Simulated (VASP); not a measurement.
The system is Mg2C.

```xyz
3
Lattice="0.0000 2.7109 2.7109 2.7109 0.0000 2.7109 2.7109 2.7109 0.0000" Properties=species:S:1:pos:R:3 pbc="T T T"
C     0.0000    0.0000    0.0000
Mg    1.3555    1.3555    1.3555
Mg    4.0664    4.0664    4.0664
```

Base run:

- Program: VASP 6.6.1
- Functional: PBE
- Potentials or basis: VASP PAW PBE potentials, release 64 (C, Mg)
- Cutoff: 520 eV
- k mesh: 6 × 6 × 6
- Occupations: gaussian, width 0.01 eV
- Spin: no spin polarisation

Its results: band gap on the k mesh 0.73 eV (least direct gap 1.49 eV); pressure 1.8 GPa.

The run is repeated on the same cell with these changes: functional from PBE to PBE-based global hybrid with 20 % exact exchange; k mesh from 6 × 6 × 6 to 4 × 4 × 4. What comes out?

Band gap on the k mesh 1.82 eV (least direct gap 2.73 eV); pressure -0.4 GPa.

Several settings changed at once.

Caveats: some runs use coarse meshes; the PAW data sets were made with another functional, which shifts forces and pressure a little (at least some runs).

A k mesh can miss the band edges.
